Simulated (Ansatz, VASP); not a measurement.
# CdS in VASP and in Ansatz

```
CELL_PARAMETERS angstrom
0.00000 2.74954 2.74954
2.74954 0.00000 2.74954
2.74954 2.74954 0.00000
ATOMIC_POSITIONS crystal
Cd 0.99575 0.00425 0.00425
S 0.51489 0.48511 0.48511
```

Change from the starting cell: mode 4 frozen in at -0.081 Å, equal normal strain along x, y and z +0.0083.

Alike in both runs: task single point; functional r2SCAN; k mesh 8 × 8 × 8; occupations gaussian, width 0.05 eV; no spin polarisation.

```csv
,VASP,Ansatz
version,VASP 6.6.1,Ansatz 0.2.0
potentials or method,"VASP PAW PBE potentials, release 64 (Cd, S), cutoff 520 eV","scalar-relativistic, plane waves, PAW"
valence electrons in the cell,18,26
```

```csv
,VASP,Ansatz,Ansatz less VASP
gap on the k mesh at the Fermi level (eV),0.76,0.78,+0.018
least direct gap on the mesh (eV),2.16,2.20,+0.032
pressure (GPa),-1.2,-1.6,-0.43
"traceless stress, the component that is largest in VASP (GPa)",0.71,0.70,-0.017
rms of the force components (eV/Å),0.099,0.094,-0.0053
```

VASP's potentials were made for PBE, not for r2SCAN. Atom by atom the forces differ by 0.005 eV/Å (rms over components). The functional is the same, so the differences come from potentials, cutoffs and numerics. VASP's potentials hold 18 valence electrons a cell and Ansatz's 26, so a difference there can come from the potentials and not from the codes.
